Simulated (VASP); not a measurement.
# MgO (Fm-3m) in VASP: single point with PBE

Aim: the single point of MgO with PBE.

Everything below comes from runs of VASP 6.6.1. Logs are shortened: lines on timing, memory, paths and dates and some standing lists are left out, and cuts for length are marked.

**1. The cell of the first run**

It takes space group Fm-3m (No. 225, cubic). Conventional cell: a = 4.217 Å, b = 4.217 Å, c = 4.217 Å, α = 90.00°, β = 90.00°, γ = 90.00°. Within 2.8 Å of Mg (site symmetry m-3m) lie 6 O at 2.11 Å. Within 2.8 Å of O (site symmetry m-3m) lie 6 Mg at 2.11 Å.

**2. Single point, PBE**

Contents of INCAR:

```
ALGO = Normal
EDIFF = 1E-6
ENCUT = 520
GGA = PE
ISIF = 2
ISMEAR = 0
LASPH = T
LCHARG = F
LREAL = F
LWAVE = F
NBANDS = 11
NELM = 100
PREC = Accurate
SIGMA = 0.05
```

Contents of KPOINTS:

```
k-points
0
Gamma
  12 12 12
```

Contents of POSCAR:

```
MgO
1.0
    0.0000000000      2.1085000000      2.1085000000
    2.1085000000      0.0000000000      2.1085000000
    2.1085000000      2.1085000000      0.0000000000
Mg O
1 1
Direct
    0.0000000000      0.0000000000      0.0000000000
    0.5000000000      0.5000000000      0.5000000000
```

Potentials or basis: VASP PAW PBE potentials, release 64 (Mg, O).

Started as:

```console
$ cat potpaw_PBE.64/Mg/POTCAR potpaw_PBE.64/O/POTCAR > POTCAR
$ mpirun -np 1 vasp_std > vasp.out
```

OUTCAR:

```text
EDIFF = 1E-6
   ENCUT = 520
   GGA = PE
   ISIF = 2
   ISMEAR = 0
   LASPH = T
   LREAL = F
   NELM = 100
   PREC = Accurate

 ion  position               nearest neighbor table
   1  0.000  0.000  0.000-   2 2.11   2 2.11   2 2.11   2 2.11   2 2.11   2 2.11
   2  0.500  0.500  0.500-   1 2.11   1 2.11   1 2.11   1 2.11   1 2.11   1 2.11

  LATTYP: Found a face centered cubic cell.
 ALAT       =     4.2170000000

  Lattice vectors:

 A1 = (   0.0000000000,   2.1085000000,   2.1085000000)
 A2 = (   2.1085000000,   0.0000000000,   2.1085000000)
 A3 = (   2.1085000000,   2.1085000000,   0.0000000000)

Analysis of symmetry for initial positions (statically):
=====================================================================
 Subroutine PRICEL returns:
 Original cell was already a primitive cell.

 Routine SETGRP: Setting up the symmetry group for a
 face centered cubic supercell.

 Subroutine GETGRP returns: Found 48 space group operations
 (whereof 48 operations were pure point group operations)
 out of a pool of 48 trial point group operations.

The static configuration has the point symmetry O_h .

Analysis of symmetry for dynamics (positions and initial velocities):
=====================================================================
 Subroutine PRICEL returns:
 Original cell was already a primitive cell.

 Routine SETGRP: Setting up the symmetry group for a
 face centered cubic supercell.

 Subroutine GETGRP returns: Found 48 space group operations
 (whereof 48 operations were pure point group operations)
 out of a pool of 48 trial point group operations.

The dynamic configuration has the point symmetry O_h .

 Subroutine INISYM returns: Found 48 space group operations
 (whereof 48 operations are pure point group operations),
 and found     1 'primitive' translations

----------------------------------------------------------------------------------------

                                     Primitive cell

  volume of cell :      18.7478

  direct lattice vectors                    reciprocal lattice vectors
     0.000000000  2.108500000  2.108500000    -0.237135404  0.237135404  0.237135404
     2.108500000  0.000000000  2.108500000     0.237135404 -0.237135404  0.237135404
     2.108500000  2.108500000  0.000000000     0.237135404  0.237135404 -0.237135404

  length of vectors
     2.981869296  2.981869296  2.981869296     0.410730569  0.410730569  0.410730569

  position of ions in fractional coordinates (direct lattice)
     0.000000000  0.000000000  0.000000000
     0.500000000  0.500000000  0.500000000

  ion indices of the primitive-cell ions
   primitive index   ion index
                 1           1
                 2           2

----------------------------------------------------------------------------------------

 KPOINTS: k-points

Automatic generation of k-mesh.
 Grid dimensions read from file:
 generate k-points for:   12   12   12

 Generating k-lattice:

  Cartesian coordinates                     Fractional coordinates (reciprocal lattice)
    -0.019761284  0.019761284  0.019761284     0.083333333  0.000000000  0.000000000
     0.019761284 -0.019761284  0.019761284     0.000000000  0.083333333  0.000000000
     0.019761284  0.019761284 -0.019761284     0.000000000  0.000000000  0.083333333

  Length of vectors
     0.034227547  0.034227547  0.034227547

  Shift w.r.t. Gamma in fractional coordinates (k-lattice)
     0.000000000  0.000000000  0.000000000

 Subroutine IBZKPT returns following result:
 ===========================================

 Found     72 irreducible k-points:

 Following reciprocal coordinates:
            Coordinates               Weight
  0.000000  0.000000  0.000000      1.000000
  0.083333  0.000000  0.000000      8.000000
  0.166667  0.000000  0.000000      8.000000
  0.250000  0.000000  0.000000      8.000000
  0.333333  0.000000  0.000000      8.000000
  0.416667  0.000000  0.000000      8.000000
[... 16 lines left out ...]
  0.500000  0.166667  0.000000     24.000000
 -0.416667  0.166667  0.000000     24.000000
 [... further k-points ...]
   k-points           NKPTS =     72   k-points in BZ     NKDIM =     72   number of bands    NBANDS=     11
   number of dos      NEDOS =    301   number of ions     NIONS =      2
   total plane-waves  NPLWV =  13824
   dimension x,y,z NGX =    24 NGY =   24 NGZ =   24
   dimension x,y,z NGXF=    48 NGYF=   48 NGZF=   48
   ions per type =               1   1
   NGX,Y,Z   is equivalent  to a cutoff of  13.38, 13.38, 13.38 a.u.
   NGXF,Y,Z  is equivalent  to a cutoff of  26.76, 26.76, 26.76 a.u.
 SYSTEM =  unknown system
   PREC   = accura    normal or accurate (medium, high low for compatibility)
   ISTART =      0    job   : 0-new  1-cont  2-samecut
   ICHARG =      2    charge: 1-file 2-atom 10-const
   ISPIN  =      1    spin polarized calculation?
   LNONCOLLINEAR =      F non collinear calculations
   LSORBIT =      F    spin-orbit coupling
   LASPH  =      T    aspherical Exc in radial PAW
   ENCUT  =  520.0 eV  38.22 Ry    6.18 a.u.   5.54  5.54  5.54*2*pi/ulx,y,z
   NELM   =    100;   NELMIN=  2; NELMDL= -5     # of ELM steps
   EDIFF  = 0.1E-05   stopping-criterion for ELM
   LREAL  =      F    real-space projection
   EDIFFG = 0.1E-04   stopping-criterion for IOM
   NSW    =      0    number of steps for IOM
   IBRION =     -1    ionic relax: 0-MD 1-quasi-New 2-CG
   NFREE  =      0    steps in history (QN), initial steepest desc. (CG)
   ISIF   =      2    stress and relaxation
   ISYM   =      2    0-nonsym 1-usesym 2-fastsym
   POTIM  = 0.5000    time-step for ionic-motion
   TEBEG  =    0.0;   TEEND  =   0.0 temperature during run
   PSTRESS=    0.0 pullay stress
   NELECT =       8.0000    total number of electrons
   NUPDOWN=      -1.0000    fix difference up-down
   EMIN   =  10.00;   EMAX   =-10.00  energy-range for DOS
   EFERMI =   0.00;   METHOD = LEGACY
   ISMEAR =     0;   SIGMA  =   0.05  broadening in eV -4-tet -1-fermi 0-gaus
   EFERMI_NEDOS =   21; number of points for ismear=-14 and -15
   IALGO  =     38    algorithm
   IMIX   =      4    mixing-type and parameters
     AMIX     =   0.40;   BMIX     =  1.00
     AMIX_MAG =   1.60;   BMIX_MAG =  1.00
  volume/ion in A,a.u.               =       9.37        63.26
  Fermi-wavevector in a.u.,A,eV,Ry     =   1.232503  2.329092 20.668107  1.519063
  Thomas-Fermi vector in A             =   2.367270
   LORBIT       =      0    0 simple, 1 ext, 2 COOP (PROOUT), +10 PAW based schemes
   GGA     = PE    functional components
   LHFCALC =     F    Hartree Fock is set to
   AEXX    =    0.0000 exact exchange contribution
   IVDW    =     0    specifies the selected vdW correction
   LEPSILON=     F    determine dielectric tensor
   LRPA    =     F    only Hartree local field effects (RPA)
 non-spin polarized calculation
 Gauss-broadening in eV      SIGMA  =   0.05
  energy-cutoff  :      520.00
  volume of cell :       18.75
 maximum number of plane-waves:       532
 NGX is ok and might be reduce to    24
   NGX = 11   NGY = 11   NGZ = 11

 number of electron       8.0000005 magnetization

 Free energy of the ion-electron system (eV)
  ---------------------------------------------------
  ext. energy  EPLUGINS =         0.00000000
  ---------------------------------------------------
  free energy    TOTEN  =       -11.90715034 eV

  energy without entropy =      -11.90715034  energy(sigma->0) =      -11.90715034

 E-fermi :   3.4961     XC(G=0): -11.0620

 val. band max:        3.1607142221   @ k =   0.0000   0.0000   0.0000
 cond. band min:       7.8529621227   @ k =   0.0000   0.0000   0.0000
 fundamental gap:      4.6922479005
 Fermi energy:         3.4960627915

 k-point     1 :       0.0000    0.0000    0.0000
  band No.  band energies     occupation
      1     -14.0848      2.00000
      2       3.1607      2.00000
      3       3.1607      2.00000
      4       3.1607      2.00000
      5       7.8530      0.00000
      6      18.9405      0.00000
      7      18.9405      0.00000
      8      18.9405      0.00000
      9      22.8479      0.00000
     10      24.6182      0.00000
     11      24.6182      0.00000

 k-point     2 :       0.0833    0.0000    0.0000
  band No.  band energies     occupation
      1     -14.0114      2.00000
      2       2.6901      2.00000
      3       3.1135      2.00000
      4       3.1135      2.00000
      5       8.3092      0.00000
      6      17.9825      0.00000
      7      19.1100      0.00000
      8      19.1100      0.00000
      9      24.0537      0.00000
     10      24.0537      0.00000
     11      24.1163      0.00000

 k-point     3 :       0.1667    0.0000    0.0000
  band No.  band energies     occupation
      1     -13.8036      2.00000
      2       1.6541      2.00000
      3       2.9876      2.00000
      4       2.9876      2.00000
      5       9.2766      0.00000
      6      16.6112      0.00000
      7      19.5087      0.00000
      8      19.5087      0.00000
      9      23.3276      0.00000
     10      23.3276      0.00000
     11      25.3971      0.00000

 k-point     4 :       0.2500    0.0000    0.0000
  band No.  band energies     occupation
      1     -13.5010      2.00000
      2       0.5086      2.00000
      3       2.8222      2.00000
      4       2.8222      2.00000
      5      10.2166      0.00000
      6      15.7137      0.00000
      7      19.7843      0.00000
      8      19.7843      0.00000
      9      23.2556      0.00000
     10      23.2556      0.00000
     11      25.0944      0.00000

 k-point     5 :       0.3333    0.0000    0.0000
  band No.  band energies     occupation
      1     -13.1719      2.00000
      2      -0.4979      2.00000
      3       2.6638      2.00000
      4       2.6638      2.00000
      5      10.7997      0.00000
      6      15.4523      0.00000
      7      19.7037      0.00000
      8      19.7037      0.00000
      9      24.0239      0.00000
     10      24.0239      0.00000
     11      24.5372      0.00000
[... 211 lines left out ...]
 k-point    21 :       0.3333    0.1667    0.0000
  band No.  band energies     occupation
      1     -13.2155      2.00000
      2       0.0853      2.00000
      3       2.3000      2.00000
      4       2.4477      2.00000
      5      11.4251      0.00000
      6      14.6813      0.00000
      7      18.4222      0.00000
      8      20.3170      0.00000
      9      21.4720      0.00000
     10      25.8826      0.00000
     11      27.9640      0.00000

 k-point    22 :       0.4167    0.1667    0.0000
  band No.  band energies     occupation
      1     -12.9389      2.00000
      2      -0.5871      2.00000
      3       1.9867      2.00000
      4       2.3477      2.00000
      5      11.9400      0.00000
      6      14.8745      0.00000
      7      17.7395      0.00000
      8      20.2437      0.00000
      9      22.3220      0.00000
     10      26.4036      0.00000
     11      27.6721      0.00000

 k-point    23 :       0.5000    0.1667    0.0000
  band No.  band energies     occupation
      1     -12.7526      2.00000
      2      -0.9929      2.00000
      3       1.7278      2.00000
      4       2.3245      2.00000
      5      12.1277      0.00000
      6      15.3259      0.00000
      7      17.3702      0.00000
      8      20.1058      0.00000
      9      23.0721      0.00000
     10      26.4944      0.00000
     11      27.4352      0.00000

 k-point    24 :      -0.4167    0.1667    0.0000
  band No.  band energies     occupation
      1     -12.7238      2.00000
      2      -1.0380      2.00000
      3       1.5898      2.00000
      4       2.3833      2.00000
      5      12.1872      0.00000
      6      15.4827      0.00000
      7      17.3152      0.00000
      8      20.0637      0.00000
      9      23.7840      0.00000
     10      25.4800      0.00000
     11      27.2908      0.00000

 [... further k-points ...]

------------------------ aborting loop because EDIFF is reached ----------------------------------------

  FORCE on cell =-STRESS in cart. coord.  units (eV):
  Direction    XX          YY          ZZ          XY          YZ          ZX
  --------------------------------------------------------------------------------------
  -------------------------------------------------------------------------------------
  Total        0.3932573      0.3932573      0.3932573      0.0000000     -0.0000000     -0.0000000
  in kB       33.6075269     33.6075269     33.6075269      0.0000000     -0.0000000     -0.0000000
  external PRESSURE =      33.6075269 kB  Pullay stress =       0.0000000 kB

 VOLUME and BASIS-vectors are now :
 -----------------------------------------------------------------------------
  energy-cutoff  :      520.00
  volume of cell :       18.75
      direct lattice vectors                 reciprocal lattice vectors
     0.000000000  2.108500000  2.108500000    -0.237135404  0.237135404  0.237135404
     2.108500000  0.000000000  2.108500000     0.237135404 -0.237135404  0.237135404
     2.108500000  2.108500000  0.000000000     0.237135404  0.237135404 -0.237135404

 POSITION                                       TOTAL-FORCE (eV/Angst)
 -----------------------------------------------------------------------------------
      0.00000      0.00000      0.00000        -0.000000     -0.000000      0.000000
      2.10850      2.10850      2.10850         0.000000      0.000000      0.000000
 -----------------------------------------------------------------------------------
    total drift:                               -0.000000     -0.000000      0.000000

  FREE ENERGIE OF THE ION-ELECTRON SYSTEM (eV)
  ---------------------------------------------------
  free  energy   TOTEN  =       -11.9071503400 eV

  energy  without entropy=      -11.9071503400  energy(sigma->0) =      -11.90715034
```

Wall time 19 s (1 thread of Intel Xeon 8259CL, shared host); peak memory 0.14 GiB.

What came out:

```yaml
Free_energy: -11.9072 eV
Pressure: 3.4 GPa
Band_gap_on_the_k_mesh: 4.69 eV, direct
```

Levels at points of the mesh, in eV from the valence-band top:
| k point | band 1 | band 2 | band 3 | band 4 | band 5 | band 6 | band 7 | band 8 | band 9 |
| --- | --- | --- | --- | --- | --- | --- | --- | --- | --- |
| (0.00, 0.00, 0.00) | -17.25 | 0.00 | 0.00 | 0.00 | 4.69 | 15.78 | 15.78 | 15.78 | 19.69 |
| (0.50, 0.00, 0.00) | -15.97 | -4.60 | -0.65 | -0.65 | 7.87 | 12.57 | 16.27 | 16.27 | 20.84 |
| (0.50, 0.50, 0.00) | -15.71 | -4.07 | -1.34 | -1.34 | 9.12 | 9.93 | 13.06 | 18.92 | 18.92 |
